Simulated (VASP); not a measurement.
# BeTe (I-4m2) in VASP: notebook

Runs on BeTe. Level: LDA. Tasks: single point.

All numbers are computed with VASP 6.6.1; they aren't measurements. Logs are shortened: lines on timing, memory, paths and dates and some standing lists are left out, and cuts for length are marked.

## Step 1: The cell of the first run

Symmetry: I-4m2, No. 119, tetragonal system. Conventional cell: a = 4.231 Å, b = 4.231 Å, c = 5.540 Å, α = 90.00°, β = 90.00°, γ = 90.00°. Within 3.3 Å of Be (site symmetry -4m2) lie 4 Te at 2.53 Å. Te (site symmetry -4m2) has 4 Be at 2.53 Å within 3.3 Å.

## Step 2: Single point, LDA (strain +0.080 along x and y, +0.000 along z)

INCAR

```
ALGO = Normal
EDIFF = 1E-6
ENCUT = 520
GGA = CA
ISIF = 2
ISMEAR = 0
LASPH = True
LCHARG = False
LREAL = False
LWAVE = False
NBANDS = 11
NELM = 60
PREC = Accurate
SIGMA = 0.05
```

KPOINTS

```
k-points
0
Gamma
  8 8 8
```

POSCAR

```
BeTe
1.0
    0.0000000000      2.9916000000      2.7700000000
    2.9916000000      0.0000000000      2.7700000000
    2.9916000000      2.9916000000      0.0000000000
Be Te
1 1
Direct
    0.0000000000      0.0000000000      0.0000000000
    0.7500000000      0.7500000000      0.7500000000
```

Potentials or basis: VASP PAW LDA potentials, release 64 (Be, Te).

Command:

```bash
> cat potpaw_LDA.64/Be/POTCAR potpaw_LDA.64/Te/POTCAR > POTCAR
> mpirun -np 1 vasp_std > vasp.out
```

OUTCAR:

```text
EDIFF = 1E-6
   ENCUT = 520
   GGA = CA
   ISIF = 2
   ISMEAR = 0
   LASPH = True
   LREAL = False
   NELM = 60
   PREC = Accurate

 ion  position               nearest neighbor table
   1  0.000  0.000  0.000-   2 2.53   2 2.53   2 2.53   2 2.53
   2  0.750  0.750  0.750-   1 2.53   1 2.53   1 2.53   1 2.53

  LATTYP: Found a body centered tetragonal cell.
 ALAT       =     4.2307612932
 C/A-ratio  =     1.3094570022

  Lattice vectors:

 A1 = (   0.0000000000,  -2.9916000000,  -2.7700000000)
 A2 = (   0.0000000000,   2.9916000000,  -2.7700000000)
 A3 = (   2.9916000000,   0.0000000000,   2.7700000000)

Analysis of symmetry for initial positions (statically):
=====================================================================
 Subroutine PRICEL returns:
 Original cell was already a primitive cell.

 Routine SETGRP: Setting up the symmetry group for a
 body centered tetragonal supercell.

 Subroutine GETGRP returns: Found  8 space group operations
 (whereof  8 operations were pure point group operations)
 out of a pool of 16 trial point group operations.

The static configuration has the point symmetry D_2d.

Analysis of symmetry for dynamics (positions and initial velocities):
=====================================================================
 Subroutine PRICEL returns:
 Original cell was already a primitive cell.

 Routine SETGRP: Setting up the symmetry group for a
 body centered tetragonal supercell.

 Subroutine GETGRP returns: Found  8 space group operations
 (whereof  8 operations were pure point group operations)
 out of a pool of 16 trial point group operations.

The dynamic configuration has the point symmetry D_2d.

 Subroutine INISYM returns: Found  8 space group operations
 (whereof  8 operations are pure point group operations),
 and found     1 'primitive' translations

----------------------------------------------------------------------------------------

                                     Primitive cell

  volume of cell :      49.5812

  direct lattice vectors                    reciprocal lattice vectors
     0.000000000  2.991600000  2.770000000    -0.167134644  0.167134644  0.180505415
     2.991600000  0.000000000  2.770000000     0.167134644 -0.167134644  0.180505415
     2.991600000  2.991600000  0.000000000     0.167134644  0.167134644 -0.180505415

  length of vectors
     4.077078680  4.077078680  4.230761293     0.297405755  0.297405755  0.297405755

  position of ions in fractional coordinates (direct lattice)
     0.000000000  0.000000000  0.000000000
     0.750000000  0.750000000  0.750000000

  ion indices of the primitive-cell ions
   primitive index   ion index
                 1           1
                 2           2

----------------------------------------------------------------------------------------

 KPOINTS: k-points

Automatic generation of k-mesh.
 Grid dimensions read from file:
 generate k-points for:    8    8    8

 Generating k-lattice:

  Cartesian coordinates                     Fractional coordinates (reciprocal lattice)
    -0.020891830  0.020891830  0.022563177     0.125000000 -0.000000000  0.000000000
     0.020891830 -0.020891830  0.022563177    -0.000000000  0.125000000  0.000000000
     0.020891830  0.020891830 -0.022563177     0.000000000  0.000000000  0.125000000

  Length of vectors
     0.037175719  0.037175719  0.037175719

  Shift w.r.t. Gamma in fractional coordinates (k-lattice)
     0.000000000  0.000000000  0.000000000

 Subroutine IBZKPT returns following result:
 ===========================================

 Found     59 irreducible k-points:

 Following reciprocal coordinates:
            Coordinates               Weight
  0.000000  0.000000  0.000000      1.000000
  0.125000  0.000000  0.000000      8.000000
  0.250000  0.000000  0.000000      8.000000
  0.375000  0.000000  0.000000      8.000000
  0.500000  0.000000  0.000000      4.000000
  0.125000  0.125000  0.000000      2.000000
[... 16 lines left out ...]
  0.250000  0.000000  0.125000     16.000000
  0.375000  0.000000  0.125000     16.000000
 [... further k-points ...]
   k-points           NKPTS =     59   k-points in BZ     NKDIM =     59   number of bands    NBANDS=     11
   number of dos      NEDOS =    301   number of ions     NIONS =      2
   total plane-waves  NPLWV =  28800
   dimension x,y,z NGX =    30 NGY =   30 NGZ =   32
   dimension x,y,z NGXF=    60 NGYF=   60 NGZF=   64
   ions per type =               1   1
   NGX,Y,Z   is equivalent  to a cutoff of  12.23, 12.23, 12.57 a.u.
   NGXF,Y,Z  is equivalent  to a cutoff of  24.47, 24.47, 25.15 a.u.
 SYSTEM =  unknown system
   PREC   = accura    normal or accurate (medium, high low for compatibility)
   ISTART =      0    job   : 0-new  1-cont  2-samecut
   ICHARG =      2    charge: 1-file 2-atom 10-const
   ISPIN  =      1    spin polarized calculation?
   LNONCOLLINEAR =      F non collinear calculations
   LSORBIT =      F    spin-orbit coupling
   LASPH  =      T    aspherical Exc in radial PAW
   ENCUT  =  520.0 eV  38.22 Ry    6.18 a.u.   7.58  7.58  7.87*2*pi/ulx,y,z
   NELM   =     60;   NELMIN=  2; NELMDL= -5     # of ELM steps
   EDIFF  = 0.1E-05   stopping-criterion for ELM
   LREAL  =      F    real-space projection
   EDIFFG = 0.1E-04   stopping-criterion for IOM
   NSW    =      0    number of steps for IOM
   IBRION =     -1    ionic relax: 0-MD 1-quasi-New 2-CG
   NFREE  =      0    steps in history (QN), initial steepest desc. (CG)
   ISIF   =      2    stress and relaxation
   ISYM   =      2    0-nonsym 1-usesym 2-fastsym
   POTIM  = 0.5000    time-step for ionic-motion
   TEBEG  =    0.0;   TEEND  =   0.0 temperature during run
   PSTRESS=    0.0 pullay stress
   NELECT =       8.0000    total number of electrons
   NUPDOWN=      -1.0000    fix difference up-down
   EMIN   =  10.00;   EMAX   =-10.00  energy-range for DOS
   EFERMI =   0.00;   METHOD = LEGACY
   ISMEAR =     0;   SIGMA  =   0.05  broadening in eV -4-tet -1-fermi 0-gaus
   EFERMI_NEDOS =   21; number of points for ismear=-14 and -15
   IALGO  =     38    algorithm
   IMIX   =      4    mixing-type and parameters
     AMIX     =   0.40;   BMIX     =  1.00
     AMIX_MAG =   1.60;   BMIX_MAG =  1.00
  volume/ion in A,a.u.               =      24.79       167.30
  Fermi-wavevector in a.u.,A,eV,Ry     =   0.891249  1.684217 10.807453  0.794325
  Thomas-Fermi vector in A             =   2.013045
   LORBIT       =      0    0 simple, 1 ext, 2 COOP (PROOUT), +10 PAW based schemes
   GGA     = CA    functional components
   LHFCALC =     F    Hartree Fock is set to
   AEXX    =    0.0000 exact exchange contribution
   IVDW    =     0    specifies the selected vdW correction
   LEPSILON=     F    determine dielectric tensor
   LRPA    =     F    only Hartree local field effects (RPA)
 non-spin polarized calculation
 Gauss-broadening in eV      SIGMA  =   0.05
  energy-cutoff  :      520.00
  volume of cell :       49.58
 maximum number of plane-waves:      1363
   NGX = 15   NGY = 15   NGZ = 15

 number of electron       8.0000000 magnetization

 Free energy of the ion-electron system (eV)
  ---------------------------------------------------
  ext. energy  EPLUGINS =         0.00000000
  ---------------------------------------------------
  free energy    TOTEN  =        -8.53854126 eV

  energy without entropy =       -8.53854126  energy(sigma->0) =       -8.53854126

 E-fermi :   4.2605     XC(G=0):  -8.8764

 val. band max:        4.0494111758   @ k =   0.0000   0.0000   0.0000
 cond. band min:       5.6608934485   @ k =   0.5000   0.5000   0.0000
 fundamental gap:      1.6114822727
 Fermi energy:         4.2605198425

 k-point     1 :       0.0000    0.0000    0.0000
  band No.  band energies     occupation
      1      -7.8465      2.00000
      2       3.7241      2.00000
      3       3.7241      2.00000
      4       4.0494      2.00000
      5       6.8032      0.00000
      6       7.4146      0.00000
      7       7.5655      0.00000
      8       7.5655      0.00000
      9      11.8268      0.00000
     10      13.1781      0.00000
     11      14.3046      0.00000

 k-point     2 :       0.1250    0.0000    0.0000
  band No.  band energies     occupation
      1      -7.7213      2.00000
      2       2.6278      2.00000
      3       3.5003      2.00000
      4       3.7898      2.00000
      5       7.0317      0.00000
      6       7.7243      0.00000
      7       7.8427      0.00000
      8       8.4189      0.00000
      9      12.2330      0.00000
     10      12.5540      0.00000
     11      13.2215      0.00000

 k-point     3 :       0.2500    0.0000    0.0000
  band No.  band energies     occupation
      1      -7.3814      2.00000
      2       0.8526      2.00000
      3       3.0692      2.00000
      4       3.4711      2.00000
      5       6.7888      0.00000
      6       8.2155      0.00000
      7       8.3183      0.00000
      8      10.2378      0.00000
      9      12.3570      0.00000
     10      12.5743      0.00000
     11      13.1838      0.00000

 k-point     4 :       0.3750    0.0000    0.0000
  band No.  band energies     occupation
      1      -6.9636      2.00000
      2      -0.5264      2.00000
      3       2.7286      2.00000
      4       3.2262      2.00000
      5       6.5672      0.00000
      6       8.2509      0.00000
      7       8.6632      0.00000
      8      11.4306      0.00000
      9      12.7341      0.00000
     10      13.7648      0.00000
     11      13.8063      0.00000
[... 239 lines left out ...]
 k-point    22 :       0.1250    0.0000    0.1250
  band No.  band energies     occupation
      1      -7.6883      2.00000
      2       2.6750      2.00000
      3       3.2548      2.00000
      4       3.4956      2.00000
      5       7.1926      0.00000
      6       7.8639      0.00000
      7       8.0289      0.00000
      8       8.5247      0.00000
      9      11.5147      0.00000
     10      12.5088      0.00000
     11      14.0731      0.00000

 k-point    23 :       0.2500    0.0000    0.1250
  band No.  band energies     occupation
      1      -7.4260      2.00000
      2       1.3454      2.00000
      3       2.8580      2.00000
      4       3.0880      2.00000
      5       7.2745      0.00000
      6       7.9326      0.00000
      7       8.8808      0.00000
      8       9.4186      0.00000
      9      11.5977      0.00000
     10      13.1192      0.00000
     11      13.8464      0.00000

 k-point    24 :       0.3750    0.0000    0.1250
  band No.  band energies     occupation
      1      -7.0271      2.00000
      2      -0.0592      2.00000
      3       2.3879      2.00000
      4       2.8135      2.00000
      5       7.2456      0.00000
      6       8.1197      0.00000
      7       9.2702      0.00000
      8      10.2381      0.00000
      9      12.9814      0.00000
     10      13.2981      0.00000
     11      14.4674      0.00000

 [... further k-points ...]
[... 5 lines left out ...]
  --------------------------------------------------------------------------------------
  -------------------------------------------------------------------------------------
  Total       -2.5049205     -2.5049205     -1.3266194      0.0000000      0.0000000     -0.0000000
  in kB      -80.9445696    -80.9445696    -42.8686785      0.0000000      0.0000000     -0.0000000
  external PRESSURE =     -68.2526059 kB  Pullay stress =       0.0000000 kB

 VOLUME and BASIS-vectors are now :
 -----------------------------------------------------------------------------
  energy-cutoff  :      520.00
  volume of cell :       49.58
      direct lattice vectors                 reciprocal lattice vectors
     0.000000000  2.991600000  2.770000000    -0.167134644  0.167134644  0.180505415
     2.991600000  0.000000000  2.770000000     0.167134644 -0.167134644  0.180505415
     2.991600000  2.991600000  0.000000000     0.167134644  0.167134644 -0.180505415

 POSITION                                       TOTAL-FORCE (eV/Angst)
 -----------------------------------------------------------------------------------
      0.00000      0.00000      0.00000         0.000000      0.000000      0.000000
      4.48740      4.48740      4.15500        -0.000000     -0.000000     -0.000000
 -----------------------------------------------------------------------------------
    total drift:                               -0.000000     -0.000000     -0.000001

  FREE ENERGIE OF THE ION-ELECTRON SYSTEM (eV)
  ---------------------------------------------------
  free  energy   TOTEN  =        -8.5385412595 eV

  energy  without entropy=       -8.5385412595  energy(sigma->0) =       -8.53854126
```

Run time: 26 s. Hardware: 1 thread of AMD EPYC 7R43 (Zen 3), shared host; peak memory 0.13 GiB.

Results:

```yaml
Free_energy: -8.5385 eV
Pressure: -6.8 GPa
Band_gap_on_the_k_mesh: 1.61 eV, indirect (least direct gap 2.75 eV)
```

Stress tensor (GPa, compression positive):
```
-8.09  0.00  0.00
 0.00 -8.09  0.00
 0.00  0.00 -4.29
```

Caveat: the cell differs from its parent crystal (strain +0.080 along x and y, +0.000 along z); spin-orbit coupling is left out, which moves the levels of the heavy elements. A k mesh can miss the band edges.

## Step 3: Single point, LDA (strain +0.080 along x and y, +0.040 along z)

INCAR

```
SYSTEM = BeTe
ALGO = Normal ; EDIFF = 1E-6
ENCUT = 520 ; ISIF = 2
ISMEAR = 0 ; LASPH = .TRUE.
LCHARG = .FALSE. ; LREAL = .FALSE.
LWAVE = .FALSE. ; NBANDS = 11
NELM = 100 ; PREC = Accurate
SIGMA = 0.05
```

KPOINTS

```
k-points
0
G
  8 8 8
  0 0 0
```

POSCAR

```
BeTe
1.0
    0.0000000000      2.9916000000      2.8808000000
    2.9916000000      0.0000000000      2.8808000000
    2.9916000000      2.9916000000      0.0000000000
Be Te
1 1
Direct
    0.0000000000      0.0000000000      0.0000000000
    0.7500000000      0.7500000000      0.7500000000
```

Potentials or basis: VASP PAW LDA potentials, release 64 (Be, Te).

Command:

```bash
> cat potpaw_LDA.64/Be/POTCAR potpaw_LDA.64/Te/POTCAR > POTCAR
> mpirun -np 1 vasp_std > vasp.out
```

Run time: 19 s. Hardware: 1 thread of Intel Xeon Platinum 8259CL at 2.50GHz (Skylake/Cascade Lake), shared host; peak memory 0.17 GiB.

It converged, with:

```yaml
Free_energy: -8.4701 eV
Pressure: -8.0 GPa
Band_gap_on_the_k_mesh: 1.92 eV, indirect (least direct gap 2.63 eV)
```

Stress tensor (GPa, compression positive):
```
-8.66  0.00  0.00
 0.00 -8.66  0.00
 0.00  0.00 -6.73
```

Levels at points of the mesh, in eV from the valence-band top:
| k point | band 2 | band 3 | band 4 | band 5 | band 6 | band 7 |
| --- | --- | --- | --- | --- | --- | --- |
| (0.00, 0.00, 0.00) | -0.16 | -0.16 | 0.00 | 2.63 | 3.51 | 3.59 |
| (0.50, 0.00, 0.00) | -4.80 | -1.15 | -0.89 | 2.53 | 4.37 | 4.58 |
| (0.50, 0.50, 0.00) | -4.36 | -2.41 | -2.41 | 1.92 | 2.47 | 8.63 |
| (0.50, 0.00, 0.50) | -4.55 | -2.21 | -2.16 | 2.12 | 2.77 | 8.49 |

Caveat: the cell differs from its parent crystal (strain +0.080 along x and y, +0.040 along z); spin-orbit coupling is left out, which moves the levels of the heavy elements. A k mesh can miss the band edges.

## Step 4: Single point, LDA (strain -0.080 along x and y, +0.000 along z)

INCAR

```
ALGO = Normal ; EDIFF = 1E-6
ENCUT = 520 ; ISIF = 2
ISMEAR = 0 ; LASPH = T
LCHARG = T ; LELF = T
LREAL = F ; LVHAR = T
LWAVE = F ; NBANDS = 11
NELM = 100 ; PREC = Accurate
SIGMA = 0.05
```

KPOINTS

```
k-points
0
Gamma
  8 8 8
```

POSCAR

```
BeTe
1.0
    0.0000000000      2.5484000000      2.7700000000
    2.5484000000      0.0000000000      2.7700000000
    2.5484000000      2.5484000000      0.0000000000
Be Te
1 1
Direct
    0.0000000000      0.0000000000      0.0000000000
    0.7500000000      0.7500000000      0.7500000000
```

Command:

```bash
> cat potpaw_LDA.64/Be/POTCAR potpaw_LDA.64/Te/POTCAR > POTCAR
> mpirun -np 1 vasp_std > vasp.out
```

Run time: 19 s. Hardware: 1 thread of Intel Xeon Platinum 8488C (Sapphire Rapids), shared host; peak memory 0.15 GiB.

It converged, with:

- Free energy: -8.3767 eV
- Pressure: 16.2 GPa
- Band gap on the k mesh: 0.84 eV, indirect (least direct gap 3.12 eV)

Stress tensor (GPa, compression positive):
```
18.54  0.00  0.00
 0.00 18.54  0.00
 0.00  0.00 11.53
```

Levels at points of the mesh, in eV from the valence-band top:
```tsv
k point	band 1	band 2	band 3	band 4	band 5	band 6	band 7	band 8
(0.00, 0.00, 0.00)	-14.15	-0.65	0.00	0.00	3.12	3.12	3.32	5.18
(0.50, 0.00, 0.00)	-12.20	-7.28	-2.22	-1.27	2.90	4.46	4.56	7.34
(0.50, 0.50, 0.00)	-11.83	-6.92	-3.27	-3.27	1.62	2.58	10.71	10.71
(0.50, 0.00, 0.50)	-11.30	-6.38	-4.08	-3.87	0.84	1.87	10.04	10.68
```

Caveat: the cell differs from its parent crystal (strain -0.080 along x and y, +0.000 along z); spin-orbit coupling is left out, which moves the levels of the heavy elements.

## Step 5: Single point, LDA (strain -0.040 along x and y, -0.080 along z)

INCAR

```
SYSTEM = BeTe
PREC = Accurate ; ENCUT = 520
EDIFF = 1E-6 ; ISMEAR = 0
SIGMA = 0.05 ; LREAL = .FALSE.
LASPH = .TRUE. ; NELM = 60
ALGO = Normal ; ISIF = 2
LWAVE = .FALSE. ; LCHARG = .TRUE.
LELF = .TRUE. ; LVHAR = .TRUE.
NBANDS = 11
```

KPOINTS

```
Automatic mesh
0
G
  8 8 8
  0 0 0
```

POSCAR

```
BeTe
1.0
    0.0000000000      2.6592000000      2.5484000000
    2.6592000000      0.0000000000      2.5484000000
    2.6592000000      2.6592000000      0.0000000000
Be Te
1 1
Direct
    0.0000000000      0.0000000000      0.0000000000
    0.7500000000      0.7500000000      0.7500000000
```

Command:

```bash
> cat potpaw_LDA.64/Be/POTCAR potpaw_LDA.64/Te/POTCAR > POTCAR
> mpirun -np 1 vasp_std > vasp.out
```

Wall time 18 s (1 thread of Intel Xeon Platinum 8488C (Sapphire Rapids), shared host); peak memory 0.15 GiB.

It converged, with:

```yaml
Free_energy: -8.4155 eV
Pressure: 16.0 GPa
Band_gap_on_the_k_mesh: 0.87 eV, indirect (least direct gap 3.12 eV)
```

Stress tensor (GPa, compression positive):
```
15.16  0.00  0.00
 0.00 15.16  0.00
 0.00  0.00 17.77
```

Levels at points of the mesh, in eV from the valence-band top:
| k point | band 1 | band 2 | band 3 | band 4 | band 5 | band 6 | band 7 | band 8 |
| --- | --- | --- | --- | --- | --- | --- | --- | --- |
| (0.00, 0.00, 0.00) | -14.11 | -0.26 | -0.26 | 0.00 | 3.12 | 3.21 | 3.21 | 5.25 |
| (0.50, 0.00, 0.00) | -12.17 | -7.24 | -1.94 | -1.50 | 3.37 | 4.05 | 4.56 | 7.32 |
| (0.50, 0.50, 0.00) | -11.28 | -6.33 | -3.96 | -3.96 | 0.87 | 1.86 | 10.80 | 10.80 |
| (0.50, 0.00, 0.50) | -11.53 | -6.62 | -3.65 | -3.55 | 1.25 | 2.25 | 10.50 | 10.87 |

Caveat: the cell differs from its parent crystal (strain -0.040 along x and y, -0.080 along z); spin-orbit coupling is left out, which moves the levels of the heavy elements. A k mesh can miss the band edges.

## Step 6: Summary

```csv
cell,gap on the mesh (eV),pressure (GPa)
"a = 4.077, b = 4.077, c = 4.231 Å, angles 58.7, 58.7, 62.5°, 2 atoms",1.61,-6.8
"a = 4.153, b = 4.153, c = 4.231 Å, angles 59.4, 59.4, 61.2°, 2 atoms",1.92,-8.0
"a = 3.764, b = 3.764, c = 3.604 Å, angles 61.4, 61.4, 57.2°, 2 atoms",0.84,16.2
"a = 3.683, b = 3.683, c = 3.761 Å, angles 59.3, 59.3, 61.4°, 2 atoms",0.87,16.0
```

Alike in all rows: task single point; level LDA; potentials or basis VASP PAW LDA potentials, release 64 (Be, Te); no spin polarisation; k mesh 8 × 8 × 8; cutoff (eV) 520; smearing gaussian 0.05 eV.

Caveats: spin-orbit coupling is left out, which moves the levels of the heavy elements.

Total energies depend on the potentials used, so only differences within one code and one set of settings carry meaning.
